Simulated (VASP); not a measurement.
**Cs: single point with PBE**

Crystal: Cs.

```
Cs
1.0
     0.00000    4.21073    4.21073
     4.21073    0.00000    4.21073
     4.21073    4.21073    0.00000
Cs
2
Direct
  0.87500 0.87500 0.87500
  0.12500 0.12500 0.12500
```

This isn't the form of Cs at room conditions, which is bcc.

| Item | Value |
| --- | --- |
| Program | VASP 6.6.1 |
| Task | single point |
| Functional | PBE |
| Potentials or basis | VASP PAW PBE potentials, release 64 (Cs_sv) |
| Cutoff | 520 eV |
| k mesh | 6 × 6 × 6 |
| Occupations | fermi-dirac, width 0.08 eV |
| Spin | no spin polarisation |
| Dipole correction | no |
| k mesh for the DOS | 9 × 9 × 9 |
| Occupations for the DOS | tetrahedron |
| Further INCAR settings | ALGO = Normal; EDIFF = 1e-06 |

```
Valence electrons inside the program's atomic spheres : Cs 6.58
```

Levels at points of the mesh, in eV from the Fermi level:
```tsv
k point	band 7	band 8	band 9	band 10	band 11	band 12
(0.00, 0.00, 0.00)	-10.62	-10.62	-1.67	1.21	1.21	2.02
```

Wall time 2.1 min on 1 thread of Intel Xeon 8259CL (shared host), peak memory 0.31 GiB.

Caveat: spin-orbit coupling is left out, which moves the levels of the heavy elements.
